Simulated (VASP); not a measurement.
Wanted: the native input for a VASP 6.6.1 run.

```yaml
Task: single point
Functional: PBE
Potentials_or_basis: VASP PAW PBE potentials, release 64 (Ag)
Cutoff: 520 eV
k_mesh: 15 × 15 × 15
Occupations: fermi-dirac, width 0.05 eV
Spin: no spin polarisation
Dipole_correction: no
Further_INCAR_settings: ALGO = Normal; EDIFF = 1e-06; NBANDS = 12
```

The structure of Ag lies in POSCAR:

```
Ag
1.0
    0.0000000000      2.0226690000      2.0431000000
    2.0226690000      0.0000000000      2.0431000000
    2.0226690000      2.0226690000      0.0000000000
Ag
1
Direct
    0.0000000000      0.0000000000      0.0000000000
```

This cell differs from its parent crystal: equal xx and yy strain of -1 %.

The input as run:

INCAR

```
  PREC = Accurate
  ENCUT = 520
  EDIFF = 1E-6
  ISMEAR = -1
  SIGMA = 0.05
  LREAL = False
  LASPH = True
  NELM = 80
  ALGO = Normal
  ISIF = 2
  LWAVE = False
  LCHARG = False
  GGA = PE
  NBANDS = 12
```

KPOINTS

```
Automatic mesh
0
Gamma
  15 15 15
```

Potentials or basis: VASP PAW PBE potentials, release 64 (Ag).

The run is started by

```sh
$ cat potpaw_PBE.64/Ag/POTCAR > POTCAR
$ mpirun -np 1 vasp_std > vasp.out
```

It gave:

| Item | Value |
| --- | --- |
| Pressure | 6.9 GPa |
| Band gap on the k mesh | zero (an odd number of electrons rules out a gap without spin polarisation) |

Caveat: the cell differs from its parent crystal (equal xx and yy strain of -1 %); the cell stands under pressure.

It took 15 s on 1 thread of Intel(R) Xeon(R) 6975P-C (Granite Rapids), with other jobs on the host, peak memory 0.18 GiB.
